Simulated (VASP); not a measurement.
# Ta6HN6F in VASP: a series of runs, part 2 of 2

VASP 6.6.1. Earlier steps stand in the parts before.

**5. Single point, PBE+D3(BJ)**

INCAR reads:

```
SYSTEM = Ta6HN6F
ALGO = Normal
EDIFF = 1E-7
ENCUT = 520
GGA = PE
ISIF = 2
ISMEAR = 0
IVDW = 12
LASPH = .True.
LCHARG = .True.
LELF = .True.
LREAL = .False.
LVHAR = .True.
LWAVE = .False.
NBANDS = 65
NELM = 80
PREC = Accurate
SIGMA = 0.05
```

KPOINTS reads:

```
k-points
0
Gamma
  2 2 1
  0 0 0
```

POSCAR reads:

```
Ta6HN6F
1.0
    5.2084950000      0.0000000000      0.0000000000
   -2.6042480000      4.5106890000      0.0000000000
    0.0000000000      0.0000000000     16.3721220000
Ta N F H
6 6 1 1
Direct
    0.0000000000      0.0000000000      0.0610793763
    0.3357061335      0.6717350720      0.1363245400
    0.6689972620      0.3360854628      0.1358420124
    0.0011575888      0.0082151529      0.2366133724
    0.3316659431      0.6749857949      0.3177505640
    0.6716061661      0.3519708408      0.3165425960
    0.3923922361      0.0000000000      0.0610793763
    0.6076078602      0.6076078400      0.0610793763
   -0.0000000964      0.3923921600      0.0610793763
    0.3879965398      0.0051677249      0.2326366735
    0.6172672668      0.6228383291      0.2296042016
    0.0007706262      0.3993347801      0.2317819889
   -0.5138220293      0.0303867103      0.4070031973
   -0.0035895596      0.6059449011      0.3834502333
```

Potentials or basis: VASP PAW PBE potentials, release 64 (Ta_pv, N, F, H).

Started as:

```sh
> cat potpaw_PBE.64/Ta_pv/POTCAR potpaw_PBE.64/N/POTCAR potpaw_PBE.64/F/POTCAR potpaw_PBE.64/H/POTCAR > POTCAR
> mpirun -np 1 vasp_std > vasp.out
```

OUTCAR:

```text
SYSTEM = Ta6HN6F
   EDIFF = 1E-7
   ENCUT = 520
   GGA = PE
   ISIF = 2
   ISMEAR = 0
   IVDW = 12
   LASPH = .True.
   LREAL = .False.
   NELM = 80
   PREC = Accurate
 IVDW          = 12

 ion  position               nearest neighbor table
   1  0.000  0.000  0.061-   8 2.04   9 2.04   7 2.04   4 2.87   3 3.24   2 3.24   2 3.24   3 3.25
                             3 3.26   2 3.27
   2  0.336  0.672  0.136-   7 2.01   8 2.03   9 2.04  11 2.22  12 2.24  10 2.26   5 2.97   3 3.00
                             3 3.01   3 3.02   1 3.24   1 3.24   1 3.27   4 3.41   4 3.42   4 3.44
   3  0.669  0.336  0.136-   9 2.01   8 2.01   7 2.03  12 2.23  11 2.25  10 2.26   6 2.96   2 3.00
                             2 3.01   2 3.02   1 3.24   1 3.25   1 3.26   4 3.40   4 3.43   4 3.45
   4  0.001  0.008  0.237-  11 2.01  10 2.02  12 2.04   1 2.87   6 3.24   5 3.28   5 3.29   6 3.30
                             5 3.30   6 3.31   3 3.40   2 3.41   2 3.42   3 3.43   2 3.44   3 3.45
   5  0.332  0.675  0.318-  14 1.93  10 2.12  12 2.13  13 2.17  11 2.18   2 2.97   6 2.98   6 2.99
                             6 3.05   4 3.28   4 3.29   4 3.30
   6  0.672  0.352  0.317-  14 1.89  13 2.08  11 2.12  12 2.12  10 2.16   3 2.96   5 2.98   5 2.99
                             5 3.05   4 3.24   4 3.30   4 3.31
   7  0.392  0.000  0.061-   2 2.01   3 2.03   1 2.04
   8  0.608  0.608  0.061-   3 2.01   2 2.03   1 2.04
   9  1.000  0.392  0.061-   3 2.01   2 2.04   1 2.04
  10  0.388  0.005  0.233-   4 2.02   5 2.12   6 2.16   3 2.26   2 2.26
  11  0.617  0.623  0.230-   4 2.01   6 2.12   5 2.18   2 2.22   3 2.25
  12  0.001  0.399  0.232-   4 2.04   6 2.12   5 2.13   3 2.23   2 2.24
  13  0.486  0.030  0.407-   6 2.08   5 2.17
  14  0.996  0.606  0.383-   6 1.89   5 1.93

  LATTYP: Found a hexagonal cell.
 ALAT       =     5.2084950000
 C/A-ratio  =     3.1433498544

  Lattice vectors:

 A1 = (   5.2084950000,   0.0000000000,   0.0000000000)
 A2 = (  -2.6042480000,   4.5106890000,   0.0000000000)
 A3 = (   0.0000000000,   0.0000000000,  16.3721220000)

Analysis of symmetry for initial positions (statically):
=====================================================================
 Subroutine PRICEL returns:
 Original cell was already a primitive cell.

 Routine SETGRP: Setting up the symmetry group for a
 hexagonal supercell.

 Subroutine GETGRP returns: Found  1 space group operations
 (whereof  1 operations were pure point group operations)
 out of a pool of 24 trial point group operations.

The static configuration has the point symmetry C_1 .

Analysis of symmetry for dynamics (positions and initial velocities):
=====================================================================
 Subroutine PRICEL returns:
 Original cell was already a primitive cell.

 Routine SETGRP: Setting up the symmetry group for a
 hexagonal supercell.

 Subroutine GETGRP returns: Found  1 space group operations
 (whereof  1 operations were pure point group operations)
 out of a pool of 24 trial point group operations.

The dynamic configuration has the point symmetry C_1 .

 Subroutine INISYM returns: Found  1 space group operations
 (whereof  1 operations are pure point group operations),
 and found     1 'primitive' translations

----------------------------------------------------------------------------------------

                                     Primitive cell
[... 84 lines left out ...]
 SYSTEM =  Ta6HN6F
   PREC   = accura    normal or accurate (medium, high low for compatibility)
   ISTART =      0    job   : 0-new  1-cont  2-samecut
   ICHARG =      2    charge: 1-file 2-atom 10-const
   ISPIN  =      1    spin polarized calculation?
   LNONCOLLINEAR =      F non collinear calculations
   LSORBIT =      F    spin-orbit coupling
   LASPH  =      T    aspherical Exc in radial PAW
   ENCUT  =  520.0 eV  38.22 Ry    6.18 a.u.   9.68  9.68 30.44*2*pi/ulx,y,z
   NELM   =     80;   NELMIN=  2; NELMDL= -5     # of ELM steps
   EDIFF  = 0.1E-06   stopping-criterion for ELM
   LREAL  =      F    real-space projection
   EDIFFG = 0.1E-05   stopping-criterion for IOM
   NSW    =      0    number of steps for IOM
   IBRION =     -1    ionic relax: 0-MD 1-quasi-New 2-CG
   NFREE  =      0    steps in history (QN), initial steepest desc. (CG)
   ISIF   =      2    stress and relaxation
   ISYM   =      2    0-nonsym 1-usesym 2-fastsym
   POTIM  = 0.5000    time-step for ionic-motion
   TEBEG  =    0.0;   TEEND  =   0.0 temperature during run
   PSTRESS=    0.0 pullay stress
   NELECT =     104.0000    total number of electrons
   NUPDOWN=      -1.0000    fix difference up-down
   EMIN   =  10.00;   EMAX   =-10.00  energy-range for DOS
   EFERMI =   0.00;   METHOD = LEGACY
   ISMEAR =     0;   SIGMA  =   0.05  broadening in eV -4-tet -1-fermi 0-gaus
   EFERMI_NEDOS =   21; number of points for ismear=-14 and -15
   IALGO  =     38    algorithm
   IMIX   =      4    mixing-type and parameters
     AMIX     =   0.40;   BMIX     =  1.00
     AMIX_MAG =   1.60;   BMIX_MAG =  1.00
  volume/ion in A,a.u.               =      27.47       185.41
  Fermi-wavevector in a.u.,A,eV,Ry     =   1.058602  2.000467 15.247199  1.120637
  Thomas-Fermi vector in A             =   2.193917
   LORBIT       =      0    0 simple, 1 ext, 2 COOP (PROOUT), +10 PAW based schemes
   GGA     = PE    functional components
   LHFCALC =     F    Hartree Fock is set to
   AEXX    =    0.0000 exact exchange contribution
   IVDW    =    12    specifies the selected vdW correction
   LEPSILON=     F    determine dielectric tensor
   LRPA    =     F    only Hartree local field effects (RPA)
 non-spin polarized calculation
 Gauss-broadening in eV      SIGMA  =   0.05
  energy-cutoff  :      520.00
  volume of cell :      384.65
 maximum number of plane-waves:     10386
 NGX is ok and might be reduce to    40
   NGX = 19   NGY = 19   NGZ = 61

 number of electron     104.0000003 magnetization

 Free energy of the ion-electron system (eV)
  ---------------------------------------------------
  ext. energy  EPLUGINS =         0.00000000
  ---------------------------------------------------
  free energy    TOTEN  =      -136.67370703 eV

  energy without entropy =     -136.67040206  energy(sigma->0) =     -136.67205454

 E-fermi :  -0.2845     XC(G=0):  -6.0257

 val. band max:       -0.3569929820   @ k =   0.0000   0.0000   0.0000
 cond. band min:      -0.2225135927   @ k =   0.0000   0.0000   0.0000
 fundamental gap:      0.1344793893
 Fermi energy:        -0.2844559428

 k-point     1 :       0.0000    0.0000    0.0000
  band No.  band energies     occupation
      1     -35.8184      2.00000
      2     -35.6072      2.00000
      3     -35.5881      2.00000
      4     -35.5760      2.00000
      5     -35.5529      2.00000
      6     -35.4942      2.00000
[... 257 lines left out ...]
     63       3.2870      0.00000
     64       3.4774      0.00000
 [bands above 64 left out]

------------------------ aborting loop because EDIFF is reached ----------------------------------------

 Edisp (eV)   -3.37599

 E8    (eV) :    -1.5842

  FORCE on cell =-STRESS in cart. coord.  units (eV):
  Direction    XX          YY          ZZ          XY          YZ          ZX
  --------------------------------------------------------------------------------------
  -------------------------------------------------------------------------------------
  Total      -5.48491    -3.77845     0.99443     0.95795    -2.66671     0.62257
  in kB     -22.84652   -15.73854     4.14215     3.99019   -11.10777     2.59321
  external pressure =      -11.48 kB  Pullay stress =        0.00 kB

 VOLUME and BASIS-vectors are now :
 -----------------------------------------------------------------------------
  energy-cutoff  :      520.00
  volume of cell :      384.65
      direct lattice vectors                 reciprocal lattice vectors
     5.208495000  0.000000000  0.000000000     0.191994041  0.110847832  0.000000000
    -2.604248000  4.510689000  0.000000000     0.000000000  0.221695621  0.000000000
     0.000000000  0.000000000 16.372122000     0.000000000  0.000000000  0.061079437

 POSITION                                       TOTAL-FORCE (eV/Angst)
 -----------------------------------------------------------------------------------
      0.00000      0.00000      1.00000        -0.155824      0.224820      0.135189
     -0.00084      3.02999      2.23192        -0.002392     -0.009344      0.068583
      2.60922      1.51598      2.22402        -0.011271     -0.008281      0.053487
     -0.01537      0.03706      3.87386        -0.006918      0.017467     -0.006557
     -0.03035      3.04465      5.20225         0.006459     -0.015763      0.037251
      2.58144      1.58763      5.18247        -0.002354      0.066602     -0.017793
      2.04377      0.00000      1.00000        -2.459741      0.094000     -0.122848
      1.58236      2.74073      1.00000         1.226597      2.156814     -0.233674
      4.18661      1.76996      1.00000         1.297121     -1.986995     -0.103652
      2.00742      0.02331      3.80876        -0.002466      0.004229     -0.014712
      1.59301      2.80943      3.75911        -0.015563     -0.022394     -0.013835
     -1.03595      1.80127      3.79476        -0.013746      0.007616      0.000284
      2.45312      0.13706      6.66351        -0.025616     -0.228763     -0.052418
      3.61177      2.73323      6.27789         0.165713     -0.300008      0.270694
 -----------------------------------------------------------------------------------
    total drift:                               -0.000231     -0.000107      0.000181

  FREE ENERGIE OF THE ION-ELECTRON SYSTEM (eV)
  ---------------------------------------------------
  free  energy   TOTEN  =      -140.0497018121 eV

  energy  without entropy=     -140.0463968457  energy(sigma->0) =     -140.04804933
```

Run time: 3.6 min. Hardware: 1 thread of Intel Xeon Platinum 8488C (Sapphire Rapids), shared host; peak memory 0.53 GiB.

What came out:

```yaml
Free_energy: -140.0497 eV
Largest_force: 2.492 eV/Å
Band_gap_on_the_k_mesh: zero (bands 52 and 53 overlap by 0.15 eV)
Dispersion_energy_per_atom: -0.241 eV
```

Forces in eV/Å, atoms in the order of the input:
```
Ta  -0.156  0.225  0.135
Ta  -0.002 -0.009  0.069
Ta  -0.011 -0.008  0.053
Ta  -0.007  0.017 -0.007
Ta   0.006 -0.016  0.037
Ta  -0.002  0.067 -0.018
N   -2.460  0.094 -0.123
N    1.227  2.157 -0.234
N    1.297 -1.987 -0.104
N   -0.002  0.004 -0.015
N   -0.016 -0.022 -0.014
N   -0.014  0.008  0.000
F   -0.026 -0.229 -0.052
H    0.166 -0.300  0.271
```

Caveat: the k points lie up to 0.70 Å⁻¹ apart; there is no dipole correction, which matters where the two faces differ; spin-orbit coupling is left out, which moves the levels of the heavy elements.

**6. Summary**

```csv
cell,gap on the mesh (eV),largest force (eV/Å)
"as given, atomic positions A",none,2.41
"as given, atomic positions B",none,2.41
"as given, atomic positions C",none,2.49
```

Alike in all rows: task single point; level PBE+D3(BJ); potentials or basis VASP PAW PBE potentials, release 64 (Ta_pv, N, F, H); no spin polarisation; k mesh 2 × 2 × 1; cutoff (eV) 520; smearing gaussian 0.05 eV.

Caveats: all runs use coarse meshes; there is no dipole correction, which matters where the two faces differ; spin-orbit coupling is left out, which moves the levels of the heavy elements.

Total energies depend on the potentials used, so only differences within one code and one set of settings carry meaning.

The gap in the log of VASP goes by the Fermi energy; the results here count the filled bands.